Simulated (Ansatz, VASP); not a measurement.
**Two plane-wave programs on ZrB**

```
Zr B
1.0
     0.00000    2.44666    2.44666
     2.44666    0.00000    2.44666
     2.44666    2.44666    0.00000
Zr B
1 1
Direct
  0.50000 0.50000 0.50000
  0.00000 0.00000 0.00000
```

Alike in both runs: task single point; functional PBE; dispersion D3(BJ); k mesh 8 × 8 × 8; occupations gaussian, width 0.05 eV; no spin polarisation.

|  | VASP | Ansatz |
| --- | --- | --- |
| version | VASP 6.6.1 | Ansatz 0.2.0 |
| potentials or method | VASP PAW PBE potentials, release 64 (Zr_sv, B), cutoff 500 eV | scalar-relativistic, plane waves, PAW |
| valence electrons in the cell | 15 | 15 |

|  | VASP | Ansatz | Ansatz less VASP |
| --- | --- | --- | --- |
| gap on the k mesh at the Fermi level (eV) | none | none | - |
| pressure (GPa) | -3.1 | -3.2 | -0.13 |

A gap of «none» marks a metal or a gap that the smearing closes.
